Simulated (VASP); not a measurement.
# TiSb (P6_3/mmc) in VASP: notebook, part 2 of 3

VASP 6.6.1.

## (3) Electric field gradients, LDA (24.28 Å³/atom)

INCAR

```
  PREC = Accurate
  ENCUT = 520
  EDIFF = 1E-8
  ISMEAR = -1
  SIGMA = 0.03
  LREAL = False
  LASPH = True
  NELM = 100
  ALGO = Normal
  ISIF = 2
  LWAVE = False
  LCHARG = False
  LEFG = True
  NBANDS = 25
```

KPOINTS

```
Automatic mesh
0
Gamma
  12 12 7
```

POSCAR

```
TiSb
1.0
    4.1837763938      0.0000000000      0.0000000000
   -2.0918881970      3.6232566408      0.0000000000
    0.0000000000      0.0000000000      6.4068391310
Ti Sb
2 2
Direct
    0.0000000000      0.0000000000      0.0000000000
    0.0000000000      0.0000000000      0.5000000000
    0.3333333333      0.6666666667      0.2500000000
    0.6666666667      0.3333333333      0.7500000000
```

Potentials or basis: VASP PAW LDA potentials, release 64 (Ti_sv, Sb).

Run with:

```bash
$ cat potpaw_LDA.64/Ti_sv/POTCAR potpaw_LDA.64/Sb/POTCAR > POTCAR
$ mpirun -np 1 vasp_std > vasp.out
```

OUTCAR:

```text
PREC = Accurate
   ENCUT = 520
   EDIFF = 1E-8
   ISMEAR = -1
   LREAL = False
   LASPH = True
   NELM = 100
   ISIF = 2

 ion  position               nearest neighbor table
   1  0.000  0.000  0.000-   3 2.90   4 2.90   4 2.90   3 2.90   4 2.90   3 2.90
   2  0.000  0.000  0.500-   3 2.90   4 2.90   4 2.90   3 2.90   4 2.90   3 2.90
   3  0.333  0.667  0.250-   1 2.90   2 2.90   1 2.90   2 2.90   1 2.90   2 2.90
   4  0.667  0.333  0.750-   1 2.90   2 2.90   1 2.90   2 2.90   1 2.90   2 2.90

  LATTYP: Found a hexagonal cell.
 ALAT       =     4.1837763938
 C/A-ratio  =     1.5313531432

  Lattice vectors:

 A1 = (   4.1837763938,   0.0000000000,   0.0000000000)
 A2 = (  -2.0918881970,   3.6232566408,   0.0000000000)
 A3 = (   0.0000000000,   0.0000000000,   6.4068391310)

Analysis of symmetry for initial positions (statically):
=====================================================================
 Subroutine PRICEL returns:
 Original cell was already a primitive cell.

 Routine SETGRP: Setting up the symmetry group for a
 hexagonal supercell.

 Subroutine GETGRP returns: Found 24 space group operations
 (whereof 12 operations were pure point group operations)
 out of a pool of 24 trial point group operations.

The static configuration has the point symmetry D_3d.
 The point group associated with its full space group is D_6h.

Analysis of symmetry for dynamics (positions and initial velocities):
=====================================================================
 Subroutine PRICEL returns:
 Original cell was already a primitive cell.

 Routine SETGRP: Setting up the symmetry group for a
 hexagonal supercell.

 Subroutine GETGRP returns: Found 24 space group operations
 (whereof 12 operations were pure point group operations)
 out of a pool of 24 trial point group operations.

The dynamic configuration has the point symmetry D_3d.
 The point group associated with its full space group is D_6h.

 Subroutine INISYM returns: Found 24 space group operations
 (whereof 12 operations are pure point group operations),
 and found     1 'primitive' translations

----------------------------------------------------------------------------------------

                                     Primitive cell

  volume of cell :      97.1206

  direct lattice vectors                    reciprocal lattice vectors
     4.183776394  0.000000000  0.000000000     0.239018510  0.137997401  0.000000000
    -2.091888197  3.623256641  0.000000000     0.000000000  0.275994802  0.000000000
     0.000000000  0.000000000  6.406839131     0.000000000  0.000000000  0.156083207

  length of vectors
     4.183776394  4.183776394  6.406839131     0.275994802  0.275994802  0.156083207

  position of ions in fractional coordinates (direct lattice)
     0.000000000  0.000000000  0.000000000
     0.000000000  0.000000000  0.500000000
     0.333333333  0.666666667  0.250000000
     0.666666667  0.333333333  0.750000000

  ion indices of the primitive-cell ions
   primitive index   ion index
                 1           1
[... 84 lines left out ...]
   TEBEG  =    0.0;   TEEND  =   0.0 temperature during run
   PSTRESS=    0.0 pullay stress
   NELECT =      34.0000    total number of electrons
   NUPDOWN=      -1.0000    fix difference up-down
   EMIN   =  10.00;   EMAX   =-10.00  energy-range for DOS
   EFERMI =   0.00;   METHOD = LEGACY
   ISMEAR =    -1;   SIGMA  =   0.03  broadening in eV -4-tet -1-fermi 0-gaus
   EFERMI_NEDOS =   21; number of points for ismear=-14 and -15
   IALGO  =     38    algorithm
   IMIX   =      4    mixing-type and parameters
     AMIX     =   0.40;   BMIX     =  1.00
     AMIX_MAG =   1.60;   BMIX_MAG =  1.00
  volume/ion in A,a.u.               =      24.28       163.85
  Fermi-wavevector in a.u.,A,eV,Ry     =   1.153800  2.180367 18.112828  1.331255
  Thomas-Fermi vector in A             =   2.290442
   LORBIT       =      0    0 simple, 1 ext, 2 COOP (PROOUT), +10 PAW based schemes
   GGA     = CA    functional components
   LHFCALC =     F    Hartree Fock is set to
   AEXX    =    0.0000 exact exchange contribution
   IVDW    =     0    specifies the selected vdW correction
   LEPSILON=     F    determine dielectric tensor
   LRPA    =     F    only Hartree local field effects (RPA)
 non-spin polarized calculation
  energy-cutoff  :      520.00
  volume of cell :       97.12
 maximum number of plane-waves:      2640
 NGX is ok and might be reduce to    32
   NGX = 15   NGY = 15   NGZ = 23

 number of electron      34.0000006 magnetization

 Free energy of the ion-electron system (eV)
  ---------------------------------------------------
  ext. energy  EPLUGINS =         0.00000000
  ---------------------------------------------------
  free energy    TOTEN  =       -28.27458400 eV

  energy without entropy =      -28.26154313  energy(sigma->0) =      -28.26806356

 E-fermi :   7.1924     XC(G=0): -10.4059

 val. band max:        7.1806993474   @ k =   0.3333   0.3333   0.1429
 cond. band min:       7.1957298097   @ k =   0.0833  -0.0000   0.0000
 fundamental gap:      0.0150304623
 Fermi energy:         7.1924414289

 k-point     1 :       0.0000    0.0000    0.0000
  band No.  band energies     occupation
      1     -49.6671      2.00000
      2     -49.6542      2.00000
      3     -26.3771      2.00000
      4     -26.3771      2.00000
      5     -26.3620      2.00000
      6     -26.3620      2.00000
[... 661 lines left out ...]
     24       9.2629      0.00000
     25      10.3618      0.00000

 [... further k-points ...]
[... 5 lines left out ...]
  --------------------------------------------------------------------------------------
  -------------------------------------------------------------------------------------
  Total       -6.9003114     -6.9003114     -7.5031033      0.0000000      0.0000000     -0.0000000
  in kB     -113.8329233   -113.8329233   -123.7770502      0.0000000      0.0000000     -0.0000000
  external PRESSURE =    -117.1476323 kB  Pullay stress =       0.0000000 kB

 VOLUME and BASIS-vectors are now :
 -----------------------------------------------------------------------------
  energy-cutoff  :      520.00
  volume of cell :       97.12
      direct lattice vectors                 reciprocal lattice vectors
     4.183776394  0.000000000  0.000000000     0.239018510  0.137997401  0.000000000
    -2.091888197  3.623256641  0.000000000     0.000000000  0.275994802  0.000000000
     0.000000000  0.000000000  6.406839131     0.000000000  0.000000000  0.156083207

 POSITION                                       TOTAL-FORCE (eV/Angst)
 -----------------------------------------------------------------------------------
      0.00000      0.00000      0.00000         0.000000      0.000000      0.000000
      0.00000      0.00000      3.20342         0.000000      0.000000      0.000000
     -0.00000      2.41550      1.60171         0.000000      0.000000      0.000000
      2.09189      1.20775      4.80513        -0.000000      0.000000      0.000000
 -----------------------------------------------------------------------------------
    total drift:                                0.000000     -0.000000      0.000000

  FREE ENERGIE OF THE ION-ELECTRON SYSTEM (eV)
  ---------------------------------------------------
  free  energy   TOTEN  =       -28.2745839986 eV

  energy  without entropy=      -28.2615431270  energy(sigma->0) =      -28.26806356

 Electric field gradients (V/A^2)
---------------------------------------------------------------------
 ion       V_xx      V_yy      V_zz      V_xy      V_xz      V_yz
---------------------------------------------------------------------
   1      23.848    23.849   -47.697     0.001    -0.000     0.000
   2      23.848    23.849   -47.697     0.001     0.000    -0.000
   3     -12.665   -12.665    25.331    -0.000     0.000    -0.000
   4     -12.665   -12.665    25.331    -0.000    -0.000     0.000
---------------------------------------------------------------------

 Electric field gradients after diagonalization (V/A^2)
 (convention: |V_zz| > |V_xx| > |V_yy|)
----------------------------------------------------------------------
 ion       V_xx      V_yy      V_zz     asymmetry (V_yy - V_xx)/ V_zz
----------------------------------------------------------------------
   1      23.849    23.848   -47.697       0.000
   2      23.849    23.848   -47.697       0.000
   3     -12.666   -12.665    25.331       0.000
   4     -12.666   -12.665    25.331       0.000
----------------------------------------------------------------------

           NMR quadrupolar parameters

 Cq : quadrupolar parameter    Cq=e*Q*V_zz/h
 eta: asymmetry parameters     (V_yy - V_xx)/ V_zz
 Q  : nuclear electric quadrupole moment in mb (millibarn)
----------------------------------------------------------------------
 ion       Cq(MHz)       eta       Q (mb)
----------------------------------------------------------------------
   1      -0.115       0.000       1.000
   2      -0.115       0.000       1.000
   3       0.061       0.000       1.000
   4       0.061       0.000       1.000
----------------------------------------------------------------------
```

stdout:

```text
POSCAR found type information on POSCAR TiSb
 POSCAR found :  2 types and       4 ions
 scaLAPACK will be used
 LDA part: xc-table for (Slater(with rela. corr.)+CA(PZ))
 , standard interpolation
 POSCAR, INCAR and KPOINTS ok, starting setup
 FFT: planning ... GRIDC
 FFT: planning ... GRID_SOFT
 FFT: planning ... GRID
 WAVECAR not read
 entering main loop
ion   1

ion   2

ion   3

ion   4
```

It took 2.9 min on 1 thread of AMD EPYC 7R43 (Zen 3), shared host; peak memory 0.26 GiB.

Results:

```yaml
Free_energy: -28.2746 eV
Pressure: -11.7 GPa
Band_gap_on_the_k_mesh: zero (bands 17 and 18 overlap by 0.44 eV)
Largest_electric_field_gradient_by_atom: Ti -47.7; Sb +25.3 V/Å²
```

Electric field gradients, principal values (V/Å²):
```csv
atom,least,middle,greatest (by size)
1 Ti,23.848,23.849,-47.697
2 Ti,23.848,23.849,-47.697
3 Sb,-12.665,-12.666,25.331
4 Sb,-12.665,-12.666,25.331
```

Caveat: the cell stands under tension; without QUAD_EFG the Cq values of the log hold for a quadrupole moment of 1 mb, not for the nuclei; spin-orbit coupling is left out, which moves the levels of the heavy elements.

(Part 2 of 3 ends here.)
